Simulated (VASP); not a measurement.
Here is a VASP 6.6.1 calculation.

File INCAR:

```
SYSTEM = CdO5
PREC = Accurate
ENCUT = 520
EDIFF = 1E-7
ISMEAR = 0
SIGMA = 0.1
LREAL = .False.
LASPH = .True.
NELM = 80
ALGO = Normal
ISIF = 2
LWAVE = .False.
LCHARG = .True.
GGA = PE
LELF = .True.
LVHAR = .True.
NBANDS = 30
```

Contents of KPOINTS:

```
Automatic mesh
0
Gamma
  4 4 4
  0 0 0
```

File POSCAR:

```
CdO5
1.0
    0.0000000000      3.2639355000      3.2639355000
    3.2639355000      0.0000000000      3.2639355000
    3.2639355000      3.2639355000      0.0000000000
Cd O
1 5
Direct
    0.0000000000      0.0000000000      0.0000000000
    0.2500000000      0.2500000000      0.2500000000
    0.1250000000      0.6250000000      0.6250000000
    0.6250000000      0.6250000000      0.6250000000
    0.6250000000      0.1250000000      0.6250000000
    0.6250000000      0.6250000000      0.1250000000
```

Potentials or basis: VASP PAW PBE potentials, release 64 (Cd, O).

The run is started by

```console
$ cat potpaw_PBE.64/Cd/POTCAR potpaw_PBE.64/O/POTCAR > POTCAR
$ mpirun -np 1 vasp_std > vasp.out
```

(1) What does it give for the band gap on the k mesh?

(2) Predict the pressure.

Results:

(1) zero (bands 21 and 22 overlap by 0.42 eV).

(2) -13.4 GPa.

Caveat: the k points lie up to 0.42 Å⁻¹ apart; semilocal functionals underestimate gaps, so a narrow gap can read as zero.
